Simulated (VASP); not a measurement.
A run of VASP 6.6.1 is set up as follows.

INCAR

```
SYSTEM = SnO
PREC = Accurate
ENCUT = 520
EDIFF = 1E-7
ISMEAR = -1
SIGMA = 0.05
LREAL = .FALSE.
LASPH = .TRUE.
NELM = 100
ALGO = Normal
ISIF = 2
LWAVE = .FALSE.
LCHARG = .FALSE.
GGA = PE
NBANDS = 28
```

KPOINTS

```
Automatic mesh
0
G
  4 4 3
  0 0 0
```

The input POSCAR:

```
SnO
1.0
    3.8136952200      0.0000000000      0.0000000000
    0.0000000000      3.8136952200      0.0000000000
    0.0000000000      0.0000000000      4.8869133000
Sn O
2 2
Direct
    0.5000000000      0.0000000000      0.7646261400
    0.0000000000      0.5000000000      0.2353738600
    0.0000000000      0.0000000000      0.0000000000
    0.5000000000      0.5000000000      0.0000000000
```

Potentials or basis: VASP PAW PBE potentials, release 64 (Sn_d, O).

The run is started by

```bash
$ cat potpaw_PBE.64/Sn_d/POTCAR potpaw_PBE.64/O/POTCAR > POTCAR
$ mpirun -np 1 vasp_std > vasp.out
```

Task: What does it give for the pressure?

Result: 3.8 GPa.

Task: Estimate the band gap on the k mesh.

Result: 0.16 eV, indirect (least direct gap 2.03 eV).

Task: Predict the largest force.

Result: 0.489 eV/Å.

Forces in eV/Å, atoms in the order of the input:
```
Sn   0.000  0.000 -0.489
Sn   0.000  0.000  0.489
O    0.000  0.000  0.000
O    0.000  0.000  0.000
```

Caveat: the k points lie up to 0.43 Å⁻¹ apart; spin-orbit coupling is left out, which moves the levels of the heavy elements. A k mesh can miss the band edges.
